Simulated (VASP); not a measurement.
The system is TaN.

```
Ta N
1.0
     2.93800    0.00000    0.00000
    -1.46900    2.54438    0.00000
     0.00000    0.00000    2.88300
Ta N
1 1
Cartesian
  0.0000 0.0000 1.4415
  1.4690 0.8481 0.0000
```

Program: VASP 6.6.1. Alike in all runs: task single point; potentials or basis VASP PAW PBE potentials, release 64 (Ta_pv, N); cell as given; cutoff (eV) 520.

Problem. Order these runs on this cell by their pressure, lowest first.
A. level PBE+U; spin off; U Ta d U = 7.0 eV; k mesh 9 × 9 × 8; smearing methfessel-paxton 0.05 eV
B. level PBEsol; spin off; k mesh 10 × 10 × 9; smearing gaussian 0.05 eV
C. level RPBE+D3(BJ)+U; spin non-collinear, zero start, SOC; U Ta d U = 3.0 eV; k mesh 8 × 8 × 7; smearing gaussian 0.05 eV
D. level PBE+U; spin non-collinear, zero start, SOC; U Ta d U = 6.2 eV; k mesh 10 × 10 × 9; smearing methfessel-paxton 0.01 eV

Solution. C (-22.6 GPa), B (-4.1 GPa), D (26.5 GPa), A (29.0 GPa).

Caveats: the PAW data sets were made with another functional, which shifts forces and pressure a little (some runs); U without spin polarisation on a metal has little footing (some runs).
